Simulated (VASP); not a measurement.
# Tl (P6_3/mmc) in VASP: relaxation of cell and atoms with LDA

Aim: the relaxation of cell and atoms of Tl with LDA.

All numbers are computed with VASP 6.6.1; they aren't measurements. Logs are shortened: lines on timing, memory, paths and dates and some standing lists are left out, and cuts for length are marked.

### Step 1. The cell of the first run

It takes space group P6_3/mmc (No. 194, hexagonal). The conventional cell has a = 3.460 Å, b = 3.460 Å, c = 5.533 Å, α = 90.00°, β = 90.00°, γ = 120.00°. Tl (site symmetry -6m2) has 12 Tl at 3.41 to 3.46 Å within 4.5 Å.

### Step 2. Relaxation of cell and atoms, LDA

File INCAR:

```
SYSTEM = Tl
PREC = Accurate ; ENCUT = 600
EDIFF = 1E-6 ; ISMEAR = 0
SIGMA = 0.05 ; LREAL = .False.
LASPH = .True. ; NELM = 100
ALGO = Normal ; ISIF = 3
LWAVE = .False. ; LCHARG = .False.
IBRION = 2 ; NSW = 80
EDIFFG = -0.01
```

File KPOINTS:

```
Automatic mesh
0
Gamma
  14 14 8
  0 0 0
```

File POSCAR:

```
Tl
1.0
    3.4600000000      0.0000000000      0.0000000000
   -1.7300000000      2.9964478971      0.0000000000
    0.0000000000      0.0000000000      5.5325400000
Tl
2
Direct
    0.3333333333      0.6666666667      0.7500000000
    0.6666666667      0.3333333333      0.2500000000
```

Potentials or basis: VASP PAW LDA potentials, release 64 (Tl_d).

The run is started by

```console
> cat potpaw_LDA.64/Tl_d/POTCAR > POTCAR
> mpirun -np 1 vasp_std > vasp.out
```

OUTCAR:

```text
SYSTEM = Tl
   PREC = Accurate
   ENCUT = 600
   EDIFF = 1E-6
   ISMEAR = 0
   LREAL = .False.
   LASPH = .True.
   NELM = 100
   ISIF = 3
   IBRION = 2
   NSW = 80
   EDIFFG = -0.01

 ion  position               nearest neighbor table
   1  0.333  0.667  0.750-   2 3.41   2 3.41   2 3.41   2 3.41   2 3.41   2 3.41
   2  0.667  0.333  0.250-   1 3.41   1 3.41   1 3.41   1 3.41   1 3.41   1 3.41

  LATTYP: Found a hexagonal cell.
 ALAT       =     3.4600000000
 C/A-ratio  =     1.5990000000

  Lattice vectors:

 A1 = (   3.4600000000,   0.0000000000,   0.0000000000)
 A2 = (  -1.7300000000,   2.9964478971,   0.0000000000)
 A3 = (   0.0000000000,   0.0000000000,   5.5325400000)

Analysis of symmetry for initial positions (statically):
=====================================================================
 Subroutine PRICEL returns:
 Original cell was already a primitive cell.

 Routine SETGRP: Setting up the symmetry group for a
 hexagonal supercell.

 Subroutine GETGRP returns: Found 24 space group operations
 (whereof 12 operations were pure point group operations)
 out of a pool of 24 trial point group operations.

The static configuration has the point symmetry D_3d.
 The point group associated with its full space group is D_6h.

Analysis of symmetry for dynamics (positions and initial velocities):
=====================================================================
 Subroutine PRICEL returns:
 Original cell was already a primitive cell.

 Routine SETGRP: Setting up the symmetry group for a
 hexagonal supercell.

 Subroutine GETGRP returns: Found 24 space group operations
 (whereof 12 operations were pure point group operations)
 out of a pool of 24 trial point group operations.

The dynamic configuration has the point symmetry D_3d.
 The point group associated with its full space group is D_6h.

 Subroutine INISYM returns: Found 24 space group operations
 (whereof 12 operations are pure point group operations),
 and found     1 'primitive' translations

----------------------------------------------------------------------------------------

                                     Primitive cell

  volume of cell :      57.3598

  direct lattice vectors                    reciprocal lattice vectors
     3.460000000  0.000000000  0.000000000     0.289017341  0.166864240  0.000000000
    -1.730000000  2.996447897  0.000000000     0.000000000  0.333728479  0.000000000
     0.000000000  0.000000000  5.532540000     0.000000000  0.000000000  0.180748806

  length of vectors
     3.460000000  3.460000000  5.532540000     0.333728479  0.333728479  0.180748806

  position of ions in fractional coordinates (direct lattice)
     0.333333333  0.666666667  0.750000000
     0.666666667  0.333333333  0.250000000

  ion indices of the primitive-cell ions
   primitive index   ion index
                 1           1
                 2           2

----------------------------------------------------------------------------------------

 KPOINTS: Automatic mesh

Automatic generation of k-mesh.
 Grid dimensions read from file:
 generate k-points for:   14   14    8

 Generating k-lattice:

  Cartesian coordinates                     Fractional coordinates (reciprocal lattice)
     0.020644096  0.011918874  0.000000000     0.071428571 -0.000000000  0.000000000
     0.000000000  0.023837749  0.000000000     0.000000000  0.071428571  0.000000000
     0.000000000  0.000000000  0.022593601     0.000000000  0.000000000  0.125000000

  Length of vectors
     0.023837749  0.023837749  0.022593601

  Shift w.r.t. Gamma in fractional coordinates (k-lattice)
     0.000000000  0.000000000  0.000000000

 Subroutine IBZKPT returns following result:
 ===========================================

 Found    120 irreducible k-points:

 Following reciprocal coordinates:
            Coordinates               Weight
  0.000000  0.000000  0.000000      1.000000
  0.071429  0.000000  0.000000      6.000000
  0.142857 -0.000000  0.000000      6.000000
  0.214286  0.000000  0.000000      6.000000
  0.285714  0.000000  0.000000      6.000000
  0.357143 -0.000000  0.000000      6.000000
[... 16 lines left out ...]
  0.285714  0.285714  0.000000      6.000000
  0.357143  0.285714  0.000000      6.000000
 [... further k-points ...]
   k-points           NKPTS =    120   k-points in BZ     NKDIM =    120   number of bands    NBANDS=     17
   number of dos      NEDOS =    301   number of ions     NIONS =      2
   total plane-waves  NPLWV =  37632
   dimension x,y,z NGX =    28 NGY =   28 NGZ =   48
   dimension x,y,z NGXF=    56 NGYF=   56 NGZF=   96
   ions per type =               2
   NGX,Y,Z   is equivalent  to a cutoff of  13.45, 13.45, 14.42 a.u.
   NGXF,Y,Z  is equivalent  to a cutoff of  26.91, 26.91, 28.85 a.u.
 SYSTEM =  Tl
   PREC   = accura    normal or accurate (medium, high low for compatibility)
   ISTART =      0    job   : 0-new  1-cont  2-samecut
   ICHARG =      2    charge: 1-file 2-atom 10-const
   ISPIN  =      1    spin polarized calculation?
   LNONCOLLINEAR =      F non collinear calculations
   LSORBIT =      F    spin-orbit coupling
   LASPH  =      T    aspherical Exc in radial PAW
   ENCUT  =  600.0 eV  44.10 Ry    6.64 a.u.   6.91  6.91 11.05*2*pi/ulx,y,z
   NELM   =    100;   NELMIN=  2; NELMDL= -5     # of ELM steps
   EDIFF  = 0.1E-05   stopping-criterion for ELM
   LREAL  =      F    real-space projection
   EDIFFG = -.1E-01   stopping-criterion for IOM
   NSW    =     80    number of steps for IOM
   IBRION =      2    ionic relax: 0-MD 1-quasi-New 2-CG
   NFREE  =      1    steps in history (QN), initial steepest desc. (CG)
   ISIF   =      3    stress and relaxation
   ISYM   =      2    0-nonsym 1-usesym 2-fastsym
   POTIM  = 0.5000    time-step for ionic-motion
   TEBEG  =    0.0;   TEEND  =   0.0 temperature during run
   PSTRESS=    0.0 pullay stress
   NELECT =      26.0000    total number of electrons
   NUPDOWN=      -1.0000    fix difference up-down
   EMIN   =  10.00;   EMAX   =-10.00  energy-range for DOS
   EFERMI =   0.00;   METHOD = LEGACY
   ISMEAR =     0;   SIGMA  =   0.05  broadening in eV -4-tet -1-fermi 0-gaus
   EFERMI_NEDOS =   21; number of points for ismear=-14 and -15
   IALGO  =     38    algorithm
   IMIX   =      4    mixing-type and parameters
     AMIX     =   0.40;   BMIX     =  1.00
     AMIX_MAG =   1.60;   BMIX_MAG =  1.00
  volume/ion in A,a.u.               =      28.68       193.54
  Fermi-wavevector in a.u.,A,eV,Ry     =   1.257564  2.376452 21.517173  1.581468
  Thomas-Fermi vector in A             =   2.391217
   LORBIT       =      0    0 simple, 1 ext, 2 COOP (PROOUT), +10 PAW based schemes
   GGA     = CA    functional components
   LHFCALC =     F    Hartree Fock is set to
   AEXX    =    0.0000 exact exchange contribution
   IVDW    =     0    specifies the selected vdW correction
   LEPSILON=     F    determine dielectric tensor
   LRPA    =     F    only Hartree local field effects (RPA)
 conjugate gradient relaxation of ions
 non-spin polarized calculation
 Gauss-broadening in eV      SIGMA  =   0.05
  energy-cutoff  :      600.00
  volume of cell :       57.36
 maximum number of plane-waves:      1924
 NGX is ok and might be reduce to    28
   NGX = 13   NGY = 13   NGZ = 23

--------------------------------------- Ionic step        1  -------------------------------------------

 number of electron      25.9999998 magnetization

 Free energy of the ion-electron system (eV)
  ---------------------------------------------------
  ext. energy  EPLUGINS =         0.00000000
  ---------------------------------------------------
  free energy    TOTEN  =        -5.84619895 eV

  energy without entropy =       -5.84451120  energy(sigma->0) =       -5.84535508

------------------------ aborting loop because EDIFF is reached ----------------------------------------

  FORCE on cell =-STRESS in cart. coord.  units (eV):
  Direction    XX          YY          ZZ          XY          YZ          ZX
  --------------------------------------------------------------------------------------
  -------------------------------------------------------------------------------------
  Total       -0.6090689     -0.6090689     -0.7040807      0.0000000      0.0000000      0.0000000
  in kB      -17.0125575    -17.0125575    -19.6664338      0.0000000      0.0000000      0.0000000
  external PRESSURE =     -17.8971829 kB  Pullay stress =       0.0000000 kB
[... 89 lines left out ...]
  FREE ENERGIE OF THE ION-ELECTRON SYSTEM (eV)
  ---------------------------------------------------
  free  energy   TOTEN  =        -5.8619748057 eV

  energy  without entropy=       -5.8605263379  energy(sigma->0) =       -5.86125057

[... ionic steps 4 to 9 ...]

--------------------------------------- Ionic step       10  -------------------------------------------

 number of electron      26.0000004 magnetization

------------------------ aborting loop because EDIFF is reached ----------------------------------------

  FORCE on cell =-STRESS in cart. coord.  units (eV):
  Direction    XX          YY          ZZ          XY          YZ          ZX
  --------------------------------------------------------------------------------------
  -------------------------------------------------------------------------------------
  Total        0.0125891      0.0125891      0.0535605     -0.0000000      0.0000000      0.0000000
  in kB        0.3698967      0.3698967      1.5737324     -0.0000000      0.0000000      0.0000000
  external PRESSURE =       0.7711753 kB  Pullay stress =       0.0000000 kB
[... 57 lines left out ...]
  energy  without entropy=       -5.8615972099  energy(sigma->0) =       -5.86204456

--------------------------------------- Ionic step       12  -------------------------------------------

 number of electron      26.0000002 magnetization

 Free energy of the ion-electron system (eV)
  ---------------------------------------------------
  ext. energy  EPLUGINS =         0.00000000
  ---------------------------------------------------
  free energy    TOTEN  =        -5.86252222 eV

  energy without entropy =       -5.86165112  energy(sigma->0) =       -5.86208667

 E-fermi :   6.8282     XC(G=0): -10.7405

 val. band max:        6.8041325948   @ k =   0.4286   0.0000   0.2500
 cond. band min:       6.8463990979   @ k =   0.2143   0.2143   0.0000
 fundamental gap:      0.0422665030
 Fermi energy:         6.8281750206

 k-point     1 :       0.0000    0.0000    0.0000
  band No.  band energies     occupation
      1      -5.0821      2.00000
      2      -4.8215      2.00000
      3      -4.7765      2.00000
      4      -4.7765      2.00000
      5      -4.7189      2.00000
      6      -4.7189      2.00000
[... 9 lines left out ...]
     16      17.3662      0.00000
     17      17.4307      0.00000
[... 443 lines left out ...]
      1      -5.0618      2.00000
      2      -4.8440      2.00000
      3      -4.7746      2.00000
      4      -4.7313      2.00000
      5      -4.6777      2.00000
      6      -4.6123      2.00000
[... 9 lines left out ...]
     16       9.5209      0.00000
     17      10.0211      0.00000

 [... further k-points ...]
[... 5 lines left out ...]
  --------------------------------------------------------------------------------------
  -------------------------------------------------------------------------------------
  Total        0.0174784      0.0174784      0.0051356     -0.0000000      0.0000000     -0.0000000
  in kB        0.5132957      0.5132957      0.1508195     -0.0000000      0.0000000     -0.0000000
  external PRESSURE =       0.3924703 kB  Pullay stress =       0.0000000 kB
[... 17 lines left out ...]
  FREE ENERGIE OF THE ION-ELECTRON SYSTEM (eV)
  ---------------------------------------------------
  free  energy   TOTEN  =        -5.8625222182 eV

  energy  without entropy=       -5.8616511236  energy(sigma->0) =       -5.86208667

 reached required accuracy - stopping structural energy minimisation
```

It took 9.5 min on 1 thread of Intel Xeon 8259CL, shared host; peak memory 0.25 GiB.

What came out:

```
Free energy                           : -5.8625 eV
Relaxed volume                        : 27.28 Å³/atom
Relaxed cell                          : a = 3.380 Å, b = 3.380 Å, c = 5.513 Å, α = 90.00°, β = 90.00°, γ = 120.00°
Space group after relaxing (to 0.1 Å) : P6_3/mmc (No. 194)
Energy gained by relaxing             : 8.2 meV/atom
Ionic steps                           : 12
Pressure after relaxing               : 0.0 GPa
Band gap on the k mesh                : zero (bands 13 and 14 overlap by 5.89 eV)
```

Step by step:
```
step  energy change (eV)  largest force (eV/Å)  pressure (GPa)  volume (Å³)
   1              0.0000                0.0000           -1.79        57.36
   2             -0.0158                0.0000           -0.04        54.74
   3             -0.0158                0.0000           -0.04        54.70
   4             -0.0158                0.0000            0.00        54.69
   5             -0.0159                0.0000            0.03        54.66
   6             -0.0159                0.0000            0.00        54.64
   7             -0.0160                0.0000            0.04        54.62
   8             -0.0161                0.0000            0.07        54.57
   9             -0.0163                0.0000            0.13        54.48
  10             -0.0163                0.0000            0.08        54.53
  11             -0.0163                0.0000            0.11        54.50
  12             -0.0163                0.0000            0.04        54.56
```

Final structure:
```
Tl
1.0
     3.38028    0.00000    0.00000
    -1.69014    2.92741    0.00000
     0.00000    0.00000    5.51324
Tl
2
Direct
  0.33333 0.66667 0.75000
  0.66667 0.33333 0.25000
```

Caveat: spin-orbit coupling is left out, which moves the levels of the heavy elements.

The gap in the log of VASP goes by the Fermi energy; the results here count the filled bands.